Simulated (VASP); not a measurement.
# Ta (Im-3m) in VASP: settings compared

Ta is run at these levels: PBE, PBE+D3(BJ); tasks: single point.

Everything below comes from runs of VASP 6.6.1. Logs are shortened: lines on timing, memory, paths and dates and some standing lists are left out, and cuts for length are marked.

## 1. The cell of the first run

It takes space group Im-3m (No. 229, cubic). Conventional cell: a = 3.319 Å, b = 3.319 Å, c = 3.319 Å, α = 90.00°, β = 90.00°, γ = 90.00°. Ta (site symmetry m-3m) has 14 Ta at 2.87 to 3.32 Å within 3.8 Å.

## 2. Single point, PBE

The input, INCAR:

```
ALGO = Normal
EDIFF = 1E-6
ENCUT = 520
GGA = PE
ISIF = 2
ISMEAR = 0
LASPH = True
LCHARG = False
LREAL = False
LWAVE = False
NBANDS = 12
NELM = 100
PREC = Accurate
SIGMA = 0.1
```

The input, KPOINTS:

```
k-points
0
Gamma
  18 18 18
```

The input, POSCAR:

```
Ta
1.0
   -1.6594835689      1.6594835689      1.6594835689
    1.6594835689     -1.6594835689      1.6594835689
    1.6594835689      1.6594835689     -1.6594835689
Ta
1
Direct
    0.0000000000      0.0000000000      0.0000000000
```

Potentials or basis: VASP PAW PBE potentials, release 64 (Ta_pv).

On the command line:

```
$ cat potpaw_PBE.64/Ta_pv/POTCAR > POTCAR
$ mpirun -np 1 vasp_std > vasp.out
```

OUTCAR:

```text
EDIFF = 1E-6
   ENCUT = 520
   GGA = PE
   ISIF = 2
   ISMEAR = 0
   LASPH = True
   LREAL = False
   NELM = 100
   PREC = Accurate

 ion  position               nearest neighbor table
   1  0.000  0.000  0.000-

  LATTYP: Found a body centered cubic cell.
 ALAT       =     3.3189671378

  Lattice vectors:

 A1 = (  -1.6594835689,   1.6594835689,   1.6594835689)
 A2 = (   1.6594835689,  -1.6594835689,   1.6594835689)
 A3 = (   1.6594835689,   1.6594835689,  -1.6594835689)

Analysis of symmetry for initial positions (statically):
=====================================================================
 Subroutine PRICEL returns:
 Original cell was already a primitive cell.

 Routine SETGRP: Setting up the symmetry group for a
 body centered cubic supercell.

 Subroutine GETGRP returns: Found 48 space group operations
 (whereof 48 operations were pure point group operations)
 out of a pool of 48 trial point group operations.

The static configuration has the point symmetry O_h .

Analysis of symmetry for dynamics (positions and initial velocities):
=====================================================================
 Subroutine PRICEL returns:
 Original cell was already a primitive cell.

 Routine SETGRP: Setting up the symmetry group for a
 body centered cubic supercell.

 Subroutine GETGRP returns: Found 48 space group operations
 (whereof 48 operations were pure point group operations)
 out of a pool of 48 trial point group operations.

The dynamic configuration has the point symmetry O_h .

 Subroutine INISYM returns: Found 48 space group operations
 (whereof 48 operations are pure point group operations),
 and found     1 'primitive' translations

----------------------------------------------------------------------------------------

                                     Primitive cell

  volume of cell :      18.2801

  direct lattice vectors                    reciprocal lattice vectors
    -1.659483569  1.659483569  1.659483569     0.000000000  0.301298554  0.301298554
     1.659483569 -1.659483569  1.659483569     0.301298554  0.000000000  0.301298554
     1.659483569  1.659483569 -1.659483569     0.301298554  0.301298554  0.000000000

  length of vectors
     2.874309856  2.874309856  2.874309856     0.426100502  0.426100502  0.426100502

  position of ions in fractional coordinates (direct lattice)
     0.000000000  0.000000000  0.000000000

  ion indices of the primitive-cell ions
   primitive index   ion index
                 1           1

----------------------------------------------------------------------------------------

 KPOINTS: k-points

Automatic generation of k-mesh.
 Grid dimensions read from file:
 generate k-points for:   18   18   18

 Generating k-lattice:

  Cartesian coordinates                     Fractional coordinates (reciprocal lattice)
     0.000000000  0.016738809  0.016738809     0.055555556  0.000000000  0.000000000
     0.016738809  0.000000000  0.016738809     0.000000000  0.055555556  0.000000000
     0.016738809  0.016738809  0.000000000     0.000000000  0.000000000  0.055555556

  Length of vectors
     0.023672250  0.023672250  0.023672250

  Shift w.r.t. Gamma in fractional coordinates (k-lattice)
     0.000000000  0.000000000  0.000000000

 Subroutine IBZKPT returns following result:
 ===========================================

 Found    195 irreducible k-points:

 Following reciprocal coordinates:
            Coordinates               Weight
  0.000000  0.000000  0.000000      1.000000
  0.055556  0.000000  0.000000     12.000000
  0.111111  0.000000  0.000000     12.000000
  0.166667  0.000000  0.000000     12.000000
  0.222222  0.000000  0.000000     12.000000
  0.277778  0.000000  0.000000     12.000000
[... 16 lines left out ...]
  0.333333  0.111111  0.000000     48.000000
  0.388889  0.111111  0.000000     48.000000
 [... further k-points ...]
   k-points           NKPTS =    195   k-points in BZ     NKDIM =    195   number of bands    NBANDS=     12
   number of dos      NEDOS =    301   number of ions     NIONS =      1
   total plane-waves  NPLWV =  13824
   dimension x,y,z NGX =    24 NGY =   24 NGZ =   24
   dimension x,y,z NGXF=    48 NGYF=   48 NGZF=   48
   ions per type =               1
   NGX,Y,Z   is equivalent  to a cutoff of  13.88, 13.88, 13.88 a.u.
   NGXF,Y,Z  is equivalent  to a cutoff of  27.76, 27.76, 27.76 a.u.
 SYSTEM =  unknown system
   PREC   = accura    normal or accurate (medium, high low for compatibility)
   ISTART =      0    job   : 0-new  1-cont  2-samecut
   ICHARG =      2    charge: 1-file 2-atom 10-const
   ISPIN  =      1    spin polarized calculation?
   LNONCOLLINEAR =      F non collinear calculations
   LSORBIT =      F    spin-orbit coupling
   LASPH  =      T    aspherical Exc in radial PAW
   ENCUT  =  520.0 eV  38.22 Ry    6.18 a.u.   5.34  5.34  5.34*2*pi/ulx,y,z
   NELM   =    100;   NELMIN=  2; NELMDL= -5     # of ELM steps
   EDIFF  = 0.1E-05   stopping-criterion for ELM
   LREAL  =      F    real-space projection
   EDIFFG = 0.1E-04   stopping-criterion for IOM
   NSW    =      0    number of steps for IOM
   IBRION =     -1    ionic relax: 0-MD 1-quasi-New 2-CG
   NFREE  =      0    steps in history (QN), initial steepest desc. (CG)
   ISIF   =      2    stress and relaxation
   ISYM   =      2    0-nonsym 1-usesym 2-fastsym
   POTIM  = 0.5000    time-step for ionic-motion
   TEBEG  =    0.0;   TEEND  =   0.0 temperature during run
   PSTRESS=    0.0 pullay stress
   NELECT =      11.0000    total number of electrons
   NUPDOWN=      -1.0000    fix difference up-down
   EMIN   =  10.00;   EMAX   =-10.00  energy-range for DOS
   EFERMI =   0.00;   METHOD = LEGACY
   ISMEAR =     0;   SIGMA  =   0.10  broadening in eV -4-tet -1-fermi 0-gaus
   EFERMI_NEDOS =   21; number of points for ismear=-14 and -15
   IALGO  =     38    algorithm
   IMIX   =      4    mixing-type and parameters
     AMIX     =   0.40;   BMIX     =  1.00
     AMIX_MAG =   1.60;   BMIX_MAG =  1.00
  volume/ion in A,a.u.               =      18.28       123.36
  Fermi-wavevector in a.u.,A,eV,Ry     =   1.382121  2.611830 25.990649  1.910259
  Thomas-Fermi vector in A             =   2.506842
   LORBIT       =      0    0 simple, 1 ext, 2 COOP (PROOUT), +10 PAW based schemes
   GGA     = PE    functional components
   LHFCALC =     F    Hartree Fock is set to
   AEXX    =    0.0000 exact exchange contribution
   IVDW    =     0    specifies the selected vdW correction
   LEPSILON=     F    determine dielectric tensor
   LRPA    =     F    only Hartree local field effects (RPA)
 non-spin polarized calculation
 Gauss-broadening in eV      SIGMA  =   0.10
  energy-cutoff  :      520.00
  volume of cell :       18.28
 maximum number of plane-waves:       531
 NGX is ok and might be reduce to    24
   NGX = 11   NGY = 11   NGZ = 11

 number of electron      11.0000001 magnetization

 Free energy of the ion-electron system (eV)
  ---------------------------------------------------
  ext. energy  EPLUGINS =         0.00000000
  ---------------------------------------------------
  free energy    TOTEN  =       -11.81632191 eV

  energy without entropy =      -11.81023486  energy(sigma->0) =      -11.81327839

 E-fermi :   5.3770     XC(G=0): -12.5424

 val. band max:        5.3562394926   @ k =   0.1111   0.1111   0.0000
 cond. band min:       5.3792411505   @ k =   0.3333   0.1667   0.0556
 fundamental gap:      0.0230016579
 Fermi energy:         5.3769951761

 k-point     1 :       0.0000    0.0000    0.0000
  band No.  band energies     occupation
      1     -27.7623      2.00000
      2     -27.7623      2.00000
      3     -27.7623      2.00000
      4      -2.4923      2.00000
      5       6.1019      0.00000
      6       6.1019      0.00000
      7       6.1019      0.00000
      8       9.3226      0.00000
      9       9.3226      0.00000
     10      20.0151      0.00000
     11      20.3078      0.00000
     12      20.3078      0.00000

 k-point     2 :       0.0556    0.0000    0.0000
  band No.  band energies     occupation
      1     -27.7989      2.00000
      2     -27.7736      2.00000
      3     -27.7625      2.00000
      4      -2.3563      2.00000
      5       6.0133      0.00000
      6       6.0771      0.00000
      7       6.2346      0.00000
      8       9.1772      0.00000
      9       9.3229      0.00000
     10      20.0152      0.00000
     11      20.4307      0.00000
     12      20.5465      0.00000

 k-point     3 :       0.1111    0.0000    0.0000
  band No.  band energies     occupation
      1     -27.9032      2.00000
      2     -27.8060      2.00000
      3     -27.7630      2.00000
      4      -1.9622      2.00000
      5       5.7690      0.00000
      6       5.9717      0.00000
      7       6.6287      0.00000
      8       8.8716      0.00000
      9       9.3309      0.00000
     10      20.0148      0.00000
     11      20.7381      0.00000
     12      21.2392      0.00000

 k-point     4 :       0.1667    0.0000    0.0000
  band No.  band energies     occupation
      1     -28.0598      2.00000
      2     -27.8553      2.00000
      3     -27.7639      2.00000
      4      -1.3530      2.00000
      5       5.4221      0.52349
      6       5.7349      0.00000
      7       7.2717      0.00000
      8       8.6588      0.00000
      9       9.3649      0.00000
     10      20.0142      0.00000
     11      20.9978      0.00000
     12      22.3261      0.00000

 k-point     5 :       0.2222    0.0000    0.0000
  band No.  band energies     occupation
      1     -28.2469      2.00000
      2     -27.9151      2.00000
      3     -27.7649      2.00000
      4      -0.6099      2.00000
      5       5.0335      2.00000
      6       5.4185      0.55677
      7       8.1418      0.00000
      8       8.6688      0.00000
      9       9.4445      0.00000
     10      20.0125      0.00000
     11      20.7850      0.00000
     12      22.4341      0.00000

 k-point     6 :       0.2778    0.0000    0.0000
  band No.  band energies     occupation
      1     -28.4404      2.00000
      2     -27.9780      2.00000
      3     -27.7660      2.00000
      4       0.1314      2.00000
      5       4.6559      2.00000
      6       5.2182      1.97531
      7       8.8501      0.00000
      8       9.2028      0.00000
      9       9.5802      0.00000
     10      19.9847      0.00000
     11      20.0060      0.00000
     12      21.2054      0.00000

 k-point     7 :       0.3333    0.0000    0.0000
  band No.  band energies     occupation
      1     -28.6173      2.00000
      2     -28.0365      2.00000
      3     -27.7671      2.00000
      4       0.6905      2.00000
      5       4.3284      2.00000
      6       5.3540      1.25530
      7       9.0837      0.00000
      8       9.7654      0.00000
      9      10.3943      0.00000
     10      18.9772      0.00000
     11      19.5974      0.00000
     12      20.0526      0.00000

 k-point     8 :       0.3889    0.0000    0.0000
  band No.  band energies     occupation
      1     -28.7582      2.00000
      2     -28.0837      2.00000
      3     -27.7680      2.00000
      4       0.9672      2.00000
      5       4.0780      2.00000
      6       5.8822      0.00000
      7       9.2452      0.00000
      8       9.9700      0.00000
      9      11.6034      0.00000
     10      18.0768      0.00000
     11      18.2099      0.00000
     12      20.0262      0.00000
[... 166 lines left out ...]
 k-point    20 :       0.1667    0.1111   -0.0000
  band No.  band energies     occupation
      1     -28.3014      2.00000
      2     -27.9162      2.00000
      3     -27.8064      2.00000
      4      -0.2718      2.00000
      5       4.9980      2.00000
      6       5.1179      1.99975
      7       8.3422      0.00000
      8       8.6501      0.00000
      9       9.7530      0.00000
     10      20.0111      0.00000
     11      21.1792      0.00000
     12      22.0682      0.00000

 k-point    21 :       0.2222    0.1111    0.0000
  band No.  band energies     occupation
      1     -28.4660      2.00000
      2     -27.9885      2.00000
      3     -27.8113      2.00000
      4       0.4779      2.00000
      5       4.6263      2.00000
      6       4.9213      2.00000
      7       8.4892      0.00000
      8       9.7311      0.00000
      9       9.9178      0.00000
     10      19.9261      0.00000
     11      20.0743      0.00000
     12      21.5138      0.00000

 k-point    22 :       0.2778    0.1111    0.0000
  band No.  band energies     occupation
      1     -28.6156      2.00000
      2     -28.0589      2.00000
      3     -27.8145      2.00000
      4       1.0651      2.00000
      5       4.3304      2.00000
      6       4.9888      2.00000
      7       8.7555      0.00000
      8      10.0345      0.00000
      9      10.9411      0.00000
     10      18.7738      0.00000
     11      19.9949      0.00000
     12      20.2289      0.00000

 k-point    23 :       0.3333    0.1111    0.0000
  band No.  band energies     occupation
      1     -28.7344      2.00000
      2     -28.1167      2.00000
      3     -27.8166      2.00000
      4       1.3596      2.00000
      5       4.1164      2.00000
      6       5.4170      0.57160
      7       9.0037      0.00000
      8      10.1546      0.00000
      9      12.1404      0.00000
     10      17.6294      0.00000
     11      18.9838      0.00000
     12      20.0253      0.00000

 k-point    24 :       0.3889    0.1111    0.0000
  band No.  band energies     occupation
      1     -28.8107      2.00000
      2     -28.1546      2.00000
      3     -27.8179      2.00000
      4       1.4389      2.00000
      5       3.9847      2.00000
      6       5.9832      0.00000
      7       9.0686      0.00000
      8      10.3356      0.00000
      9      13.1217      0.00000
     10      16.6490      0.00000
     11      18.2628      0.00000
     12      20.0225      0.00000

 [... further k-points ...]
[... 5 lines left out ...]
  --------------------------------------------------------------------------------------
  -------------------------------------------------------------------------------------
  Total        0.0074320      0.0074320      0.0074320     -0.0000000     -0.0000000      0.0000000
  in kB        0.6513850      0.6513850      0.6513850     -0.0000000     -0.0000000      0.0000000
  external PRESSURE =       0.6513850 kB  Pullay stress =       0.0000000 kB

 VOLUME and BASIS-vectors are now :
 -----------------------------------------------------------------------------
  energy-cutoff  :      520.00
  volume of cell :       18.28
      direct lattice vectors                 reciprocal lattice vectors
    -1.659483569  1.659483569  1.659483569     0.000000000  0.301298554  0.301298554
     1.659483569 -1.659483569  1.659483569     0.301298554  0.000000000  0.301298554
     1.659483569  1.659483569 -1.659483569     0.301298554  0.301298554  0.000000000

 POSITION                                       TOTAL-FORCE (eV/Angst)
 -----------------------------------------------------------------------------------
      0.00000      0.00000      0.00000        -0.000000     -0.000000      0.000000
 -----------------------------------------------------------------------------------
    total drift:                                0.000000      0.000000     -0.000000

  FREE ENERGIE OF THE ION-ELECTRON SYSTEM (eV)
  ---------------------------------------------------
  free  energy   TOTEN  =       -11.8163219124 eV

  energy  without entropy=      -11.8102348585  energy(sigma->0) =      -11.81327839
```

It took 31 s on 1 thread of AMD EPYC 7R13, shared host; peak memory 0.17 GiB.

Results:

```yaml
Free_energy: -11.8163 eV
Pressure: 0.1 GPa
```

Caveat: spin-orbit coupling is left out, which moves the levels of the heavy elements.

(Part 1 of 2 ends here.)
